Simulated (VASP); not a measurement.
A run of VASP 6.6.1 is set up as follows.

The input INCAR:

```
SYSTEM = MgCd3
PREC = Accurate
ENCUT = 520
EDIFF = 1E-6
ISMEAR = -1
SIGMA = 0.05
LREAL = .False.
LASPH = .True.
NELM = 80
ALGO = Normal
ISIF = 2
LWAVE = .False.
LCHARG = .True.
GGA = PS
LELF = .True.
LVHAR = .True.
NBANDS = 27
```

Contents of KPOINTS:

```
Automatic mesh
0
Gamma
  8 8 3
  0 0 0
```

File POSCAR:

```
MgCd3
1.0
    3.1859756413      0.0000000000      0.0000000000
   -1.5929878257      2.7591358444      0.0000000000
    0.0000000000      0.0000000000     10.2030028034
Mg Cd
1 3
Direct
    0.0000000000      0.0000000000      0.5000000000
    0.0000000000      0.0000000000      0.0000000000
    0.6666666667      0.3333333333      0.7477864600
    0.6666666667      0.3333333333      0.2522135400
```

Potentials or basis: VASP PAW PBE potentials, release 64 (Mg, Cd).

Launch:

```bash
$ cat potpaw_PBE.64/Mg/POTCAR potpaw_PBE.64/Cd/POTCAR > POTCAR
$ mpirun -np 1 vasp_std > vasp.out
```

(1) Estimate the largest force.

(2) What does it give for the pressure?

Answers

(1) 0.040 eV/Å.

(2) -3.2 GPa.

Caveat: the PAW data sets were made with another functional, which shifts forces and pressure a little.
